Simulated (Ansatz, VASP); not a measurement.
## Two plane-wave programs on Ti

```
Ti
1.0
    -1.58448    1.58448    1.58448
     1.58448   -1.58448    1.58448
     1.58448    1.58448   -1.58448
Ti
1
Direct
  0.00000 0.00000 0.00000
```

Alike in both runs: functional LDA; k mesh 13 × 13 × 13; occupations fermi-dirac, width 0.1 eV; no spin polarisation.

Ansatz relaxed the structure, and its values are those at the end. VASP's run is a single point on that final structure, the one shown.

```csv
,VASP,Ansatz
version,VASP 6.6.1,Ansatz 0.2.0
potentials or method,"VASP PAW LDA potentials, release 64 (Ti_sv), cutoff 520 eV","plane waves, PAW"
valence electrons in the cell,12,12
```

```tsv
	VASP	Ansatz	Ansatz less VASP
gap on the k mesh at the Fermi level (eV)	none	none	-
pressure (GPa)	-0.1	0.0	+0.12
```

LDA's correlation is that of Perdew and Zunger in VASP and of Perdew and Wang (1992) in Ansatz. A gap of «none» marks a metal or a gap that the smearing closes.
